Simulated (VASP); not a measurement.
CdI2, 3 atoms in the cell. The structure is trigonal, space group P-3m1 (No. 164). Conventional cell: a = 4.248 Å, b = 4.248 Å, c = 6.884 Å, α = 90.00°, β = 90.00°, γ = 120.00°. Cd (site symmetry -3m) has 6 I at 2.99 Å within 3.9 Å. Within 3.9 Å of I (site symmetry 3m) lie 3 Cd at 2.99 Å. 

* Program: VASP 6.6.1
* Task: single point
* Functional: r2SCAN
* Potentials or basis: VASP PAW PBE potentials, release 64 (Cd, I)
* Cutoff: 550 eV
* k mesh: 12 × 12 × 4
* Occupations: gaussian, width 0.01 eV
* Spin: no spin polarisation
* Dipole correction: no
* Further INCAR settings: ALGO = Normal; EDIFF = 1e-06; NBANDS = 20

Potentials or basis: VASP PAW PBE potentials, release 64 (Cd, I).

Run with:

```bash
$ cat potpaw_PBE.64/Cd/POTCAR potpaw_PBE.64/I/POTCAR > POTCAR
$ cp INCAR.step1 INCAR
$ mpirun -np 1 vasp_std > vasp.out
$ cp INCAR.step2 INCAR
$ mpirun -np 1 vasp_std > vasp.out
```

Hardware: 1 thread of Intel(R) Xeon(R) 6975P-C (Granite Rapids), on a shared host.

Task: How long does it take, and how much memory?

Result: Wall time 2.9 min on 1 thread of Intel(R) Xeon(R) 6975P-C (Granite Rapids), on a shared host, peak memory 0.34 GiB. Counts: k points 69.
